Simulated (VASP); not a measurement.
# SiC (F-43m) in VASP: a series of runs

The runs below take SiC through single point, with PBE, r2SCAN.

Program: VASP 6.6.1. These are calculated values, not measurements. Logs are shortened: lines on timing, memory, paths and dates and some standing lists are left out, and cuts for length are marked.

## (1) The cell of the first run

Symmetry: F-43m, No. 216, cubic system. Conventional cell: a = 4.563 Å, b = 4.563 Å, c = 4.563 Å, α = 90.00°, β = 90.00°, γ = 90.00°. Si (site symmetry -43m) has 4 C at 1.98 Å within 2.6 Å. C (site symmetry -43m) has 4 Si at 1.98 Å within 2.6 Å.

## (2) Single point, PBE (strain +4.8%)

The input, INCAR:

```
PREC     = Accurate       # precision mode
ENCUT    = 520            # plane-wave cutoff, eV
EDIFF    = 1E-6           # SCF threshold, eV
ISMEAR   = -1             # smearing method
SIGMA    = 0.02           # smearing width, eV
LREAL    = False          # projectors in reciprocal space
LASPH    = True           # aspherical terms in the spheres
NELM     = 80             # most SCF steps
ALGO     = Normal         # electronic algorithm
ISIF     = 2              # what is computed and relaxed
LWAVE    = False          # write WAVECAR
LCHARG   = True           # write CHGCAR
GGA      = PE             # functional
LELF     = True           # ELF
LVHAR    = True         
NBANDS   = 11             # bands
```

The input, KPOINTS:

```
regular mesh
0
Gamma
  10 10 10
```

The input, POSCAR:

```
SiC
1.0
    0.0000000000      2.2817276394      2.2817276394
    2.2817276394      0.0000000000      2.2817276394
    2.2817276394      2.2817276394      0.0000000000
Si C
1 1
Direct
    0.0000000000      0.0000000000      0.0000000000
    0.2500000000      0.2500000000      0.2500000000
```

Potentials or basis: VASP PAW PBE potentials, release 64 (Si, C).

The run is started by

```console
> cat potpaw_PBE.64/Si/POTCAR potpaw_PBE.64/C/POTCAR > POTCAR
> mpirun -np 1 vasp_std > vasp.out
```

OUTCAR:

```text
PREC = Accurate
   ENCUT = 520
   EDIFF = 1E-6
   ISMEAR = -1
   LREAL = False
   LASPH = True
   NELM = 80
   ISIF = 2
   GGA = PE

 ion  position               nearest neighbor table
   1  0.000  0.000  0.000-   2 1.98   2 1.98   2 1.98   2 1.98
   2  0.250  0.250  0.250-   1 1.98   1 1.98   1 1.98   1 1.98

  LATTYP: Found a face centered cubic cell.
 ALAT       =     4.5634552788

  Lattice vectors:

 A1 = (   0.0000000000,   2.2817276394,   2.2817276394)
 A2 = (   2.2817276394,   0.0000000000,   2.2817276394)
 A3 = (   2.2817276394,   2.2817276394,   0.0000000000)

Analysis of symmetry for initial positions (statically):
=====================================================================
 Subroutine PRICEL returns:
 Original cell was already a primitive cell.

 Routine SETGRP: Setting up the symmetry group for a
 face centered cubic supercell.

 Subroutine GETGRP returns: Found 24 space group operations
 (whereof 24 operations were pure point group operations)
 out of a pool of 48 trial point group operations.

The static configuration has the point symmetry T_d .

Analysis of symmetry for dynamics (positions and initial velocities):
=====================================================================
 Subroutine PRICEL returns:
 Original cell was already a primitive cell.

 Routine SETGRP: Setting up the symmetry group for a
 face centered cubic supercell.

 Subroutine GETGRP returns: Found 24 space group operations
 (whereof 24 operations were pure point group operations)
 out of a pool of 48 trial point group operations.

The dynamic configuration has the point symmetry T_d .

 Subroutine INISYM returns: Found 24 space group operations
 (whereof 24 operations are pure point group operations),
 and found     1 'primitive' translations

----------------------------------------------------------------------------------------

                                     Primitive cell

  volume of cell :      23.7586

  direct lattice vectors                    reciprocal lattice vectors
     0.000000000  2.281727639  2.281727639    -0.219132201  0.219132201  0.219132201
     2.281727639  0.000000000  2.281727639     0.219132201 -0.219132201  0.219132201
     2.281727639  2.281727639  0.000000000     0.219132201  0.219132201 -0.219132201

  length of vectors
     3.226850173  3.226850173  3.226850173     0.379548106  0.379548106  0.379548106

  position of ions in fractional coordinates (direct lattice)
     0.000000000  0.000000000  0.000000000
     0.250000000  0.250000000  0.250000000

  ion indices of the primitive-cell ions
   primitive index   ion index
                 1           1
                 2           2

----------------------------------------------------------------------------------------

 KPOINTS: regular mesh

Automatic generation of k-mesh.
 Grid dimensions read from file:
 generate k-points for:   10   10   10

 Generating k-lattice:

  Cartesian coordinates                     Fractional coordinates (reciprocal lattice)
    -0.021913220  0.021913220  0.021913220     0.100000000  0.000000000  0.000000000
     0.021913220 -0.021913220  0.021913220     0.000000000  0.100000000  0.000000000
     0.021913220  0.021913220 -0.021913220     0.000000000  0.000000000  0.100000000

  Length of vectors
     0.037954811  0.037954811  0.037954811

  Shift w.r.t. Gamma in fractional coordinates (k-lattice)
     0.000000000  0.000000000  0.000000000

 Subroutine IBZKPT returns following result:
 ===========================================

 Found     47 irreducible k-points:

 Following reciprocal coordinates:
            Coordinates               Weight
  0.000000  0.000000  0.000000      1.000000
  0.100000  0.000000  0.000000      8.000000
  0.200000  0.000000  0.000000      8.000000
  0.300000  0.000000  0.000000      8.000000
  0.400000  0.000000  0.000000      8.000000
  0.500000  0.000000  0.000000      4.000000
[... 16 lines left out ...]
  0.300000  0.300000  0.000000      6.000000
  0.400000  0.300000  0.000000     24.000000
 [... further k-points ...]
   k-points           NKPTS =     47   k-points in BZ     NKDIM =     47   number of bands    NBANDS=     11
   number of dos      NEDOS =    301   number of ions     NIONS =      2
   total plane-waves  NPLWV =  13824
   dimension x,y,z NGX =    24 NGY =   24 NGZ =   24
   dimension x,y,z NGXF=    48 NGYF=   48 NGZF=   48
   ions per type =               1   1
   NGX,Y,Z   is equivalent  to a cutoff of  12.36, 12.36, 12.36 a.u.
   NGXF,Y,Z  is equivalent  to a cutoff of  24.73, 24.73, 24.73 a.u.
 SYSTEM =  unknown system
   PREC   = accura    normal or accurate (medium, high low for compatibility)
   ISTART =      0    job   : 0-new  1-cont  2-samecut
   ICHARG =      2    charge: 1-file 2-atom 10-const
   ISPIN  =      1    spin polarized calculation?
   LNONCOLLINEAR =      F non collinear calculations
   LSORBIT =      F    spin-orbit coupling
   LASPH  =      T    aspherical Exc in radial PAW
   ENCUT  =  520.0 eV  38.22 Ry    6.18 a.u.   6.00  6.00  6.00*2*pi/ulx,y,z
   NELM   =     80;   NELMIN=  2; NELMDL= -5     # of ELM steps
   EDIFF  = 0.1E-05   stopping-criterion for ELM
   LREAL  =      F    real-space projection
   EDIFFG = 0.1E-04   stopping-criterion for IOM
   NSW    =      0    number of steps for IOM
   IBRION =     -1    ionic relax: 0-MD 1-quasi-New 2-CG
   NFREE  =      0    steps in history (QN), initial steepest desc. (CG)
   ISIF   =      2    stress and relaxation
   ISYM   =      2    0-nonsym 1-usesym 2-fastsym
   POTIM  = 0.5000    time-step for ionic-motion
   TEBEG  =    0.0;   TEEND  =   0.0 temperature during run
   PSTRESS=    0.0 pullay stress
   NELECT =       8.0000    total number of electrons
   NUPDOWN=      -1.0000    fix difference up-down
   EMIN   =  10.00;   EMAX   =-10.00  energy-range for DOS
   EFERMI =   0.00;   METHOD = LEGACY
   ISMEAR =    -1;   SIGMA  =   0.02  broadening in eV -4-tet -1-fermi 0-gaus
   EFERMI_NEDOS =   21; number of points for ismear=-14 and -15
   IALGO  =     38    algorithm
   IMIX   =      4    mixing-type and parameters
     AMIX     =   0.40;   BMIX     =  1.00
     AMIX_MAG =   1.60;   BMIX_MAG =  1.00
  volume/ion in A,a.u.               =      11.88        80.17
  Fermi-wavevector in a.u.,A,eV,Ry     =   1.138932  2.152269 17.649008  1.297165
  Thomas-Fermi vector in A             =   2.275636
   LORBIT       =      0    0 simple, 1 ext, 2 COOP (PROOUT), +10 PAW based schemes
   GGA     = PE    functional components
   LHFCALC =     F    Hartree Fock is set to
   AEXX    =    0.0000 exact exchange contribution
   IVDW    =     0    specifies the selected vdW correction
   LEPSILON=     F    determine dielectric tensor
   LRPA    =     F    only Hartree local field effects (RPA)
 non-spin polarized calculation
  energy-cutoff  :      520.00
  volume of cell :       23.76
 maximum number of plane-waves:       652
   NGX = 11   NGY = 11   NGZ = 11

 number of electron       7.9999999 magnetization

 Free energy of the ion-electron system (eV)
  ---------------------------------------------------
  ext. energy  EPLUGINS =         0.00000000
  ---------------------------------------------------
  free energy    TOTEN  =       -14.86573211 eV

  energy without entropy =      -14.86573211  energy(sigma->0) =      -14.86573211

 E-fermi :   7.1085     XC(G=0): -10.7622

 val. band max:        6.6287119344   @ k =   0.0000   0.0000   0.0000
 cond. band min:       8.0990665265   @ k =   0.5000   0.5000   0.0000
 fundamental gap:      1.4703545921
 Fermi energy:         7.1084840375

 k-point     1 :       0.0000    0.0000    0.0000
  band No.  band energies     occupation
      1      -7.7316      2.00000
      2       6.6287      2.00000
      3       6.6287      2.00000
      4       6.6287      2.00000
      5      11.2652      0.00000
      6      13.0408      0.00000
      7      13.0408      0.00000
      8      13.0408      0.00000
      9      20.3625      0.00000
     10      20.3625      0.00000
     11      21.0861      0.00000

 k-point     2 :       0.1000    0.0000    0.0000
  band No.  band energies     occupation
      1      -7.5571      2.00000
      2       5.6264      2.00000
      3       6.4994      2.00000
      4       6.4994      2.00000
      5      11.6802      0.00000
      6      13.1910      0.00000
      7      13.2645      0.00000
      8      13.2645      0.00000
      9      19.5269      0.00000
     10      19.5269      0.00000
     11      21.5395      0.00000

 k-point     3 :       0.2000    0.0000    0.0000
  band No.  band energies     occupation
      1      -7.0426      2.00000
      2       3.6313      2.00000
      3       6.2036      2.00000
      4       6.2036      2.00000
      5      11.6063      0.00000
      6      13.6429      0.00000
      7      13.6429      0.00000
      8      14.2062      0.00000
      9      18.9007      0.00000
     10      18.9007      0.00000
     11      20.9495      0.00000

 k-point     4 :       0.3000    0.0000    0.0000
  band No.  band energies     occupation
      1      -6.2265      2.00000
      2       1.5192      2.00000
      3       5.8994      2.00000
      4       5.8994      2.00000
      5      11.2284      0.00000
      6      13.6639      0.00000
      7      13.6639      0.00000
      8      15.3020      0.00000
      9      19.5120      0.00000
     10      19.5120      0.00000
     11      20.5295      0.00000
[... 239 lines left out ...]
 k-point    22 :      -0.2000    0.2000    0.0000
  band No.  band energies     occupation
      1      -5.9503      2.00000
      2       2.0186      2.00000
      3       3.6799      2.00000
      4       5.9882      2.00000
      5      12.4045      0.00000
      6      13.5392      0.00000
      7      14.1336      0.00000
      8      14.7457      0.00000
      9      17.6343      0.00000
     10      20.7484      0.00000
     11      24.0589      0.00000

 k-point    23 :       0.3000    0.3000    0.0000
  band No.  band energies     occupation
      1      -5.7079      2.00000
      2       2.2950      2.00000
      3       4.4639      2.00000
      4       4.4639      2.00000
      5       9.5714      0.00000
      6      11.7005      0.00000
      7      16.8664      0.00000
      8      16.8664      0.00000
      9      17.5643      0.00000
     10      22.6964      0.00000
     11      26.0247      0.00000

 k-point    24 :       0.4000    0.3000    0.0000
  band No.  band energies     occupation
      1      -4.9443      2.00000
      2       1.1868      2.00000
      3       3.7544      2.00000
      4       4.2221      2.00000
      5       9.3830      0.00000
      6      11.6866      0.00000
      7      16.8525      0.00000
      8      17.2934      0.00000
      9      18.8756      0.00000
     10      23.4905      0.00000
     11      25.7124      0.00000

 [... further k-points ...]

------------------------ aborting loop because EDIFF is reached ----------------------------------------

  FORCE on cell =-STRESS in cart. coord.  units (eV):
  Direction    XX          YY          ZZ          XY          YZ          ZX
  --------------------------------------------------------------------------------------
  -------------------------------------------------------------------------------------
  Total       -3.0394672     -3.0394672     -3.0394672      0.0000000      0.0000000      0.0000000
  in kB     -204.9682707   -204.9682707   -204.9682707      0.0000000      0.0000000      0.0000000
  external PRESSURE =    -204.9682707 kB  Pullay stress =       0.0000000 kB

 VOLUME and BASIS-vectors are now :
 -----------------------------------------------------------------------------
  energy-cutoff  :      520.00
  volume of cell :       23.76
      direct lattice vectors                 reciprocal lattice vectors
     0.000000000  2.281727639  2.281727639    -0.219132201  0.219132201  0.219132201
     2.281727639  0.000000000  2.281727639     0.219132201 -0.219132201  0.219132201
     2.281727639  2.281727639  0.000000000     0.219132201  0.219132201 -0.219132201

 POSITION                                       TOTAL-FORCE (eV/Angst)
 -----------------------------------------------------------------------------------
      0.00000      0.00000      0.00000        -0.000000     -0.000000     -0.000000
      1.14086      1.14086      1.14086         0.000000      0.000000      0.000000
 -----------------------------------------------------------------------------------
    total drift:                                0.000000      0.000000      0.000000

  FREE ENERGIE OF THE ION-ELECTRON SYSTEM (eV)
  ---------------------------------------------------
  free  energy   TOTEN  =       -14.8657321060 eV

  energy  without entropy=      -14.8657321060  energy(sigma->0) =      -14.86573211
```

It took 3.7 s on 1 thread of Intel Xeon 6975P-C (Granite Rapids), shared host; peak memory 0.14 GiB.

Results:

```
Free energy            : -14.8657 eV
Pressure               : -20.5 GPa
Band gap on the k mesh : 1.47 eV, indirect (least direct gap 4.39 eV)
```

Caveat: the cell differs from its parent crystal (strain +4.8%).

## (3) Single point, r2SCAN (strain +4.8%)

POSCAR is that of step 2.

The input, INCAR.step1:

```
PREC = Accurate
ENCUT = 520
ISMEAR = 0
SIGMA = 0.01
LREAL = F
LASPH = T
NELM = 80
NBANDS = 11
GGA = PE
ALGO = Normal
EDIFF = 1E-4
LWAVE = T
LCHARG = F
```

The input, INCAR.step2:

```
PREC = Accurate
ENCUT = 520
EDIFF = 1E-7
ISMEAR = 0
SIGMA = 0.01
LREAL = F
LASPH = T
NELM = 80
ALGO = Normal
ISIF = 2
LWAVE = F
LCHARG = F
METAGGA = R2SCAN
LMIXTAU = T
NBANDS = 11
ISTART = 1
```

KPOINTS is that of step 2.

Potentials or basis: VASP PAW PBE potentials, release 64 (Si, C).

The run is started by

```console
> cat potpaw_PBE.64/Si/POTCAR potpaw_PBE.64/C/POTCAR > POTCAR
> cp INCAR.step1 INCAR
> mpirun -np 1 vasp_std > vasp.out
> cp INCAR.step2 INCAR
> mpirun -np 1 vasp_std > vasp.out
```

Run time: 16 s. Hardware: 1 thread of Intel Xeon 6975P-C (Granite Rapids), shared host; peak memory 0.14 GiB.

The run converged. Its results:

- Free energy: -19.0651 eV
- Pressure: -24.1 GPa
- Band gap on the k mesh: 1.80 eV, indirect (least direct gap 4.86 eV)

Levels at points of the mesh, in eV from the valence-band top:
```tsv
k point	band 2	band 3	band 4	band 5	band 6	band 7
(0.00, 0.00, 0.00)	0.00	0.00	0.00	5.12	6.88	6.88
(0.50, 0.00, 0.00)	-8.10	-1.07	-1.07	4.70	7.16	7.16
(0.50, 0.50, 0.00)	-7.65	-3.06	-3.06	1.80	4.30	13.45
```

Caveat: the cell differs from its parent crystal (strain +4.8%); the PAW data sets were made with another functional, which shifts forces and pressure a little.
